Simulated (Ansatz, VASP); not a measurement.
**Ta3TiN4: VASP beside Ansatz**

Contents of INCAR:

```
  ALGO = Normal
  EDIFF = 1E-6
  ENCUT = 520
  GGA = PE
  ISIF = 2
  ISMEAR = 0
  ISPIN = 2
  LASPH = T
  LCHARG = T
  LELF = T
  LMAXMIX = 4
  LORBIT = 11
  LREAL = F
  LVHAR = T
  LWAVE = F
  MAGMOM = 1 0 0 0 0 0 0 0
  NBANDS = 46
  NELM = 150
  PREC = Accurate
  SIGMA = 0.1
```

KPOINTS

```
k-points
0
Gamma
  4 4 4
```

The input POSCAR:

```
Ta3TiN4
1.0
    4.7278324300      0.0000000000      0.0000000000
    0.0000000000      4.7278324300      0.0000000000
    0.0000000000      0.0000000000      4.7278324300
Ti Ta N
1 3 4
Direct
    0.0000000000      0.0000000000      0.0000000000
    0.0000000000      0.5000000000      0.5000000000
    0.5000000000      0.5000000000      0.0000000000
    0.5000000000      0.0000000000      0.5000000000
    0.5000000000      0.0000000000      0.0000000000
    0.0000000000      0.0000000000      0.5000000000
    0.5000000000      0.5000000000      0.5000000000
    0.0000000000      0.5000000000      0.0000000000
```

Input for Ansatz:

```yaml
crystal:
  lattice:
    - [4.72783243, 0.0, 0.0]
    - [0.0, 4.72783243, 0.0]
    - [0.0, 0.0, 4.72783243]
  atoms:
    - { symbol: Ti, position: [0.0, 0.0, 0.0], spin: 1.0 }
    - { symbol: Ta, position: [0.0, 0.5, 0.5] }
    - { symbol: Ta, position: [0.5, 0.5, 0.0] }
    - { symbol: Ta, position: [0.5, 0.0, 0.5] }
    - { symbol: "N", position: [0.5, 0.0, 0.0] }
    - { symbol: "N", position: [0.0, 0.0, 0.5] }
    - { symbol: "N", position: [0.5, 0.5, 0.5] }
    - { symbol: "N", position: [0.0, 0.5, 0.0] }
basis:
  ecutwfc: 420
kpoints:
  mp_grid: { grid: [4, 4, 4] }
hamiltonian:
  xc: pbe
scf:
  occupations: { method: gaussian, width: 0.1 }
  lower_state_search: "off"
output:
  forces: true
  stress: true
  eigenvalues: true
  populations: true
magnetization:
  spin_polarized: true
```

Alike in both runs: task single point; functional PBE; k mesh 4 × 4 × 4; occupations gaussian, width 0.1 eV; collinear spin.

|  | VASP | Ansatz |
| --- | --- | --- |
| version | VASP 6.6.1 | Ansatz 0.2.0 |
| potentials or method | VASP PAW PBE potentials, release 64 (Ti_sv, Ta_pv, N), cutoff 520 eV | scalar-relativistic, plane waves, PAW |
| valence electrons in the cell | 65 | 71 |

|  | VASP | Ansatz | Ansatz less VASP |
| --- | --- | --- | --- |
| gap on the k mesh at the Fermi level (eV) | none | none | - |
| net moment per atom (μB) | 0.00 | 0.00 | -0.001 |

A gap of «none» marks a metal or a gap that the smearing closes. With one functional, cell and mesh, what is left measures potentials, basis and numerics. VASP's potentials hold 65 valence electrons a cell and Ansatz's 71, so a difference there can come from the potentials and not from the codes. Ansatz's warnings: seeded moment not kept.

Neither program's run includes spin-orbit coupling.
